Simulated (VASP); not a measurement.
LiF, 2 atoms in the cell. Symmetry: I4/mmm, No. 139, tetragonal system. The conventional cell has a = 2.821 Å, b = 2.821 Å, c = 4.189 Å, α = 90.00°, β = 90.00°, γ = 90.00°. Li (site symmetry 4/mmm) has 6 F at 1.99 to 2.09 Å within 2.6 Å. Within 2.6 Å of F (site symmetry 4/mmm) lie 6 Li at 1.99 to 2.09 Å.  This cell differs from its parent crystal: uniaxial z strain +5.0%.

- Program: VASP 6.6.1
- Task: single point
- Functional: PBE
- Potentials or basis: VASP PAW PBE potentials, release 64 (Li_sv, F)
- Cutoff: 520 eV
- k mesh: 6 × 6 × 6
- Occupations: gaussian, width 0.01 eV
- Spin: no spin polarisation
- Dipole correction: no
- Further INCAR settings: ALGO = Normal; EDIFF = 1e-07; NBANDS = 12

Potentials or basis: VASP PAW PBE potentials, release 64 (Li_sv, F).

The run is started by

```console
$ cat potpaw_PBE.64/Li_sv/POTCAR potpaw_PBE.64/F/POTCAR > POTCAR
$ mpirun -np 1 vasp_std > vasp.out
```

Hardware: 1 thread of Intel(R) Xeon(R) 6975P-C (Granite Rapids) (shared host).

Q: How long does it take, and how much memory?

A: It took 3.2 s on 1 thread of Intel(R) Xeon(R) 6975P-C (Granite Rapids), on a shared host, peak memory 0.12 GiB. Counts: scf iterations 13, k points 30.
